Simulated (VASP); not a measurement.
Ca: single point with PBE

The system is Ca.

```xyz
1
Lattice="-2.2400 2.2400 2.2400 2.2400 -2.2400 2.2400 2.2400 2.2400 -2.2400" Properties=species:S:1:pos:R:3 pbc="T T T"
Ca    0.0000    0.0000    0.0000
```

```yaml
Program: VASP 6.6.1
Task: single point
Functional: PBE
Potentials_or_basis: VASP PAW PBE potentials, release 64 (Ca_sv)
Cutoff: 520 eV
k_mesh: 7 × 7 × 7
Occupations: fermi-dirac, width 0.1 eV
Spin: no spin polarisation
Dipole_correction: no
Further_INCAR_settings: ALGO = Normal; EDIFF = 1e-06; NBANDS = 11
```

* Pressure: -1.0 GPa
* Band gap on the k mesh: zero (band 5 reaches 1.99 eV, above the bottom of band 6 at 1.72 eV)

Levels at points of the mesh, in eV from the Fermi level:
| k point | band 2 | band 3 | band 4 | band 5 | band 6 | band 7 | band 8 | band 9 |
| --- | --- | --- | --- | --- | --- | --- | --- | --- |
| (0.00, 0.00, 0.00) | -23.11 | -23.11 | -23.11 | -3.93 | 2.23 | 2.23 | 2.23 | 3.21 |

Wall time 6.9 s on 1 thread of Intel(R) Xeon(R) Platinum 8488C (Sapphire Rapids), with other jobs on the host, peak memory 0.16 GiB.
